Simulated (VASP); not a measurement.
# MgS (Fm-3m) in VASP: settings compared

The runs below take MgS through electric field gradients, dielectric tensor, with B3LYP+D3(BJ), PBEsol.

Program: VASP 6.6.1. These are calculated values, not measurements. Logs are shortened: lines on timing, memory, paths and dates and some standing lists are left out, and cuts for length are marked.

**1. The cell of the first run**

The structure is cubic, space group Fm-3m (No. 225). The conventional cell has a = 5.203 Å, b = 5.203 Å, c = 5.203 Å, α = 90.00°, β = 90.00°, γ = 90.00°. Within 3.4 Å of S (site symmetry m-3m) lie 6 Mg at 2.60 Å. Mg (site symmetry m-3m) has 6 S at 2.60 Å within 3.4 Å.

**2. Electric field gradients, B3LYP+D3(BJ)**

POSCAR

```
MgS
1.0
    0.0000000000      2.6016500000      2.6016500000
    2.6016500000      0.0000000000      2.6016500000
    2.6016500000      2.6016500000      0.0000000000
S Mg
1 1
Direct
    0.5000000000      0.5000000000      0.5000000000
    0.0000000000      0.0000000000      0.0000000000
```

INCAR.step1

```
SYSTEM = MgS
ALGO     = Normal         ! electronic algorithm
EDIFF    = 1E-5           ! SCF threshold, eV
ENCUT    = 520            ! plane-wave cutoff, eV
GGA      = PE             ! functional
GGA_COMPAT= .FALSE.      
ISIF     = 2              ! what is computed and relaxed
ISMEAR   = 0              ! smearing method
LASPH    = .TRUE.         ! aspherical terms in the spheres
LCHARG   = .FALSE.        ! write CHGCAR
LREAL    = .FALSE.        ! projectors in reciprocal space
LWAVE    = .TRUE.         ! write WAVECAR
NBANDS   = 11             ! bands
NELM     = 120            ! most SCF steps
PREC     = Accurate       ! precision mode
SIGMA    = 0.02           ! smearing width, eV
```

INCAR.step2

```
SYSTEM = MgS
AEXX     = 0.2            ! exact-exchange fraction
AGGAC    = 0.81         
AGGAX    = 0.72         
ALDAC    = 0.19         
ALGO     = Normal         ! electronic algorithm
EDIFF    = 1E-8           ! SCF threshold, eV
ENCUT    = 520            ! plane-wave cutoff, eV
GGA      = B3             ! functional
GGA_COMPAT= .FALSE.      
ISIF     = 2              ! what is computed and relaxed
ISMEAR   = 0              ! smearing method
ISTART   = 1            
IVDW     = 12             ! dispersion correction
LASPH    = .TRUE.         ! aspherical terms in the spheres
LCHARG   = .FALSE.        ! write CHGCAR
LEFG     = .TRUE.       
LHFCALC  = .TRUE.         ! exact exchange
LREAL    = .FALSE.        ! projectors in reciprocal space
LWAVE    = .FALSE.        ! write WAVECAR
NBANDS   = 11             ! bands
NELM     = 120            ! most SCF steps
PREC     = Accurate       ! precision mode
PRECFOCK = Normal       
SIGMA    = 0.02           ! smearing width, eV
```

KPOINTS

```
k-points
0
G
  6 6 6
  0 0 0
```

Potentials or basis: VASP PAW PBE potentials, release 64 (S, Mg).

Launch:

```sh
> cat potpaw_PBE.64/S/POTCAR potpaw_PBE.64/Mg/POTCAR > POTCAR
> cp INCAR.step1 INCAR
> mpirun -np 1 vasp_std > vasp.out
> cp INCAR.step2 INCAR
> mpirun -np 1 vasp_std > vasp.out
```

OUTCAR:

```text
SYSTEM = MgS
   AEXX = 0.2
   EDIFF = 1E-8
   ENCUT = 520
   GGA = B3
   ISIF = 2
   ISMEAR = 0
   ISTART = 1
   IVDW = 12
   LASPH = .TRUE.
   LHFCALC = .TRUE.
   LREAL = .FALSE.
   NELM = 120
   PREC = Accurate
   PRECFOCK = Normal
 IVDW          = 12

 ion  position               nearest neighbor table
   1  0.500  0.500  0.500-   2 2.60   2 2.60   2 2.60   2 2.60   2 2.60   2 2.60
   2  0.000  0.000  0.000-   1 2.60   1 2.60   1 2.60   1 2.60   1 2.60   1 2.60

  LATTYP: Found a face centered cubic cell.
 ALAT       =     5.2033000000

  Lattice vectors:

 A1 = (   0.0000000000,   2.6016500000,   2.6016500000)
 A2 = (   2.6016500000,   0.0000000000,   2.6016500000)
 A3 = (   2.6016500000,   2.6016500000,   0.0000000000)

Analysis of symmetry for initial positions (statically):
=====================================================================
 Subroutine PRICEL returns:
 Original cell was already a primitive cell.

 Routine SETGRP: Setting up the symmetry group for a
 face centered cubic supercell.

 Subroutine GETGRP returns: Found 48 space group operations
 (whereof 48 operations were pure point group operations)
 out of a pool of 48 trial point group operations.

The static configuration has the point symmetry O_h .

Analysis of symmetry for dynamics (positions and initial velocities):
=====================================================================
 Subroutine PRICEL returns:
 Original cell was already a primitive cell.

 Routine SETGRP: Setting up the symmetry group for a
 face centered cubic supercell.

 Subroutine GETGRP returns: Found 48 space group operations
 (whereof 48 operations were pure point group operations)
 out of a pool of 48 trial point group operations.

The dynamic configuration has the point symmetry O_h .

 Subroutine INISYM returns: Found 48 space group operations
 (whereof 48 operations are pure point group operations),
 and found     1 'primitive' translations

----------------------------------------------------------------------------------------

                                     Primitive cell

  volume of cell :      35.2190

  direct lattice vectors                    reciprocal lattice vectors
     0.000000000  2.601650000  2.601650000    -0.192185728  0.192185728  0.192185728
     2.601650000  0.000000000  2.601650000     0.192185728 -0.192185728  0.192185728
     2.601650000  2.601650000  0.000000000     0.192185728  0.192185728 -0.192185728

  length of vectors
     3.679288715  3.679288715  3.679288715     0.332875446  0.332875446  0.332875446

  position of ions in fractional coordinates (direct lattice)
     0.500000000  0.500000000  0.500000000
     0.000000000  0.000000000  0.000000000

  ion indices of the primitive-cell ions
   primitive index   ion index
                 1           1
                 2           2

----------------------------------------------------------------------------------------

 KPOINTS: k-points

Automatic generation of k-mesh.
 Grid dimensions read from file:
 generate k-points for:    6    6    6

 Generating k-lattice:

  Cartesian coordinates                     Fractional coordinates (reciprocal lattice)
    -0.032030955  0.032030955  0.032030955     0.166666667  0.000000000  0.000000000
     0.032030955 -0.032030955  0.032030955     0.000000000  0.166666667  0.000000000
     0.032030955  0.032030955 -0.032030955     0.000000000  0.000000000  0.166666667

  Length of vectors
     0.055479241  0.055479241  0.055479241

  Shift w.r.t. Gamma in fractional coordinates (k-lattice)
     0.000000000  0.000000000  0.000000000

 Subroutine IBZKPT returns following result:
 ===========================================

[... 33 lines left out ...]
   LNONCOLLINEAR =      F non collinear calculations
   LSORBIT =      F    spin-orbit coupling
   LASPH  =      T    aspherical Exc in radial PAW
   ENCUT  =  520.0 eV  38.22 Ry    6.18 a.u.   6.84  6.84  6.84*2*pi/ulx,y,z
   NELM   =    120;   NELMIN=  2; NELMDL=  0     # of ELM steps
   EDIFF  = 0.1E-07   stopping-criterion for ELM
   LREAL  =      F    real-space projection
   EDIFFG = 0.1E-06   stopping-criterion for IOM
   NSW    =      0    number of steps for IOM
   IBRION =     -1    ionic relax: 0-MD 1-quasi-New 2-CG
   NFREE  =      0    steps in history (QN), initial steepest desc. (CG)
   ISIF   =      2    stress and relaxation
   ISYM   =      3    0-nonsym 1-usesym 2-fastsym
   POTIM  = 0.5000    time-step for ionic-motion
   TEBEG  =    0.0;   TEEND  =   0.0 temperature during run
   PSTRESS=    0.0 pullay stress
   NELECT =       8.0000    total number of electrons
   NUPDOWN=      -1.0000    fix difference up-down
   EMIN   =  10.00;   EMAX   =-10.00  energy-range for DOS
   EFERMI =   0.00;   METHOD = LEGACY
   ISMEAR =     0;   SIGMA  =   0.02  broadening in eV -4-tet -1-fermi 0-gaus
   EFERMI_NEDOS =   21; number of points for ismear=-14 and -15
   IALGO  =     38    algorithm
   IMIX   =      1    mixing-type and parameters
     AMIX     =   0.40;   BMIX     =  1.00
     AMIX_MAG =   1.60;   BMIX_MAG =  1.00
  volume/ion in A,a.u.               =      17.61       118.83
  Fermi-wavevector in a.u.,A,eV,Ry     =   0.998878  1.887606 13.575323  0.997758
  Thomas-Fermi vector in A             =   2.131131
   LORBIT       =      0    0 simple, 1 ext, 2 COOP (PROOUT), +10 PAW based schemes
   GGA     = B3    functional components
   LHFCALC =     T    Hartree Fock is set to
   PRECFOCK=normal    Normal, Fast or Accurate (Low or Medium for compatibility)
   ENCUT4O =  -1.0   cutoff for four orbital integrals eV
   NKREDX  =     1    reduce k-point grid by
   NKREDY  =     1    reduce k-point grid by
   NKREDZ  =     1    reduce k-point grid by
   AEXX    =    0.2000 exact exchange contribution
   HFSCREEN=    0.0000 screening length (either q_TF or 0.3 A-1)
   HFSCREENC=   0.0000 screening length for correlation (either q_TF or 0.3 A-1)
   ENCUTFOCK=  -1.0 apply spherical cutoff to Coloumb kernel
   IVDW    =    12    specifies the selected vdW correction
   LEPSILON=     F    determine dielectric tensor
   LRPA    =     F    only Hartree local field effects (RPA)
 non-spin polarized calculation
 Gauss-broadening in eV      SIGMA  =   0.02
  energy-cutoff  :      520.00
  volume of cell :       35.22
 maximum number of plane-waves:       960
  NGX = 24; NGY = 24; NGZ = 24

 number of electron       8.0000000 magnetization

 Free energy of the ion-electron system (eV)
  ---------------------------------------------------
  ext. energy  EPLUGINS =         0.00000000
  ---------------------------------------------------
  free energy    TOTEN  =        -9.22298678 eV

  energy without entropy =       -9.22298678  energy(sigma->0) =       -9.22298678

 E-fermi :   3.1750     XC(G=0):  -7.7012

 val. band max:        3.0724027210   @ k =   0.0000   0.0000   0.0000
 cond. band min:       7.2750358551   @ k =   0.5000   0.5000   0.0000
 fundamental gap:      4.2026331342
 Fermi energy:         3.1749638987

 k-point     1 :       0.0000    0.0000    0.0000
  band No.  band energies     occupation
      1     -10.6033      2.00000
      2       3.0724      2.00000
      3       3.0724      2.00000
      4       3.0724      2.00000
      5       8.3930      0.00000
      6      12.7445      0.00000
      7      12.7445      0.00000
      8      12.7445      0.00000
      9      15.1702      0.00000
     10      15.1702      0.00000
     11      17.7119      0.00000
[... 197 lines left out ...]
 k-point    16 :      -0.3333    0.5000    0.1667
  band No.  band energies     occupation
      1      -8.7987      2.00000
      2      -0.8696      2.00000
      3       0.3760      2.00000
      4       0.7684      2.00000
      5       8.9568      0.00000
      6      11.0128      0.00000
      7      13.9857      0.00000
      8      14.7726      0.00000
      9      18.8460      0.00000
     10      20.1099      0.00000
     11      20.4910      0.00000

------------------------ aborting loop because EDIFF is reached ----------------------------------------

 Edisp (eV)   -1.32996

 E8    (eV) :    -0.8600

  FORCE on cell =-STRESS in cart. coord.  units (eV):
  Direction    XX          YY          ZZ          XY          YZ          ZX
  --------------------------------------------------------------------------------------
  -------------------------------------------------------------------------------------
  Total      -1.00052    -1.00052    -1.00052     0.00000     0.00000     0.00000
  in kB     -45.51545   -45.51545   -45.51545     0.00000     0.00000     0.00000
  external pressure =      -45.52 kB  Pullay stress =        0.00 kB

 VOLUME and BASIS-vectors are now :
 -----------------------------------------------------------------------------
  energy-cutoff  :      520.00
  volume of cell :       35.22
      direct lattice vectors                 reciprocal lattice vectors
     0.000000000  2.601650000  2.601650000    -0.192185728  0.192185728  0.192185728
     2.601650000  0.000000000  2.601650000     0.192185728 -0.192185728  0.192185728
     2.601650000  2.601650000  0.000000000     0.192185728  0.192185728 -0.192185728

 POSITION                                       TOTAL-FORCE (eV/Angst)
 -----------------------------------------------------------------------------------
      2.60165      2.60165      2.60165        -0.000000      0.000000      0.000000
      0.00000      0.00000      0.00000         0.000000     -0.000000     -0.000000
 -----------------------------------------------------------------------------------
    total drift:                                0.000000     -0.000000      0.000000

  FREE ENERGIE OF THE ION-ELECTRON SYSTEM (eV)
  ---------------------------------------------------
  free  energy   TOTEN  =       -10.5529454604 eV

  energy  without entropy=      -10.5529454604  energy(sigma->0) =      -10.55294546

 Electric field gradients (V/A^2)
---------------------------------------------------------------------
 ion       V_xx      V_yy      V_zz      V_xy      V_xz      V_yz
---------------------------------------------------------------------
   1       0.000    -0.000     0.000    -0.000    -0.000    -0.000
   2      -0.000     0.000     0.000     0.000     0.000     0.000
---------------------------------------------------------------------

 Electric field gradients after diagonalization (V/A^2)
 (convention: |V_zz| > |V_xx| > |V_yy|)
----------------------------------------------------------------------
 ion       V_xx      V_yy      V_zz     asymmetry (V_yy - V_xx)/ V_zz
----------------------------------------------------------------------
   1       0.000     0.000    -0.001       0.005
   2      -0.000    -0.000     0.000       0.019
----------------------------------------------------------------------

           NMR quadrupolar parameters

 Cq : quadrupolar parameter    Cq=e*Q*V_zz/h
 eta: asymmetry parameters     (V_yy - V_xx)/ V_zz
 Q  : nuclear electric quadrupole moment in mb (millibarn)
----------------------------------------------------------------------
 ion       Cq(MHz)       eta       Q (mb)
----------------------------------------------------------------------
   1      -0.000       0.005       1.000
   2       0.000       0.019       1.000
----------------------------------------------------------------------
```

Wall time 26 min (1 thread of AMD EPYC 7R43 (Zen 3), shared host); peak memory 0.14 GiB.

Results:

```yaml
Free_energy: -10.5529 eV
Pressure: -4.6 GPa
Band_gap_on_the_k_mesh: 4.20 eV (least direct gap 5.32 eV)
Largest_electric_field_gradient_by_atom: zero within the noise of the run
Dispersion_energy_per_atom: -0.665 eV
```

Levels at points of the mesh, in eV from the valence-band top:
| k point | band 1 | band 2 | band 3 | band 4 | band 5 | band 6 | band 7 | band 8 | band 9 |
| --- | --- | --- | --- | --- | --- | --- | --- | --- | --- |
| (0.00, 0.00, 0.00) | -13.68 | 0.00 | 0.00 | 0.00 | 5.32 | 9.67 | 9.67 | 9.67 | 12.10 |
| (0.50, 0.00, 0.00) | -12.30 | -5.11 | -0.62 | -0.62 | 6.22 | 8.55 | 8.55 | 11.89 | 14.21 |
| (0.50, 0.50, 0.00) | -11.91 | -4.42 | -1.78 | -1.78 | 4.20 | 6.06 | 14.06 | 14.66 | 15.33 |

Caveat: the cell stands under tension; the PAW data sets were made with another functional, which shifts forces and pressure a little. A k mesh can miss the band edges.

(Continued in part 2 of 2.)
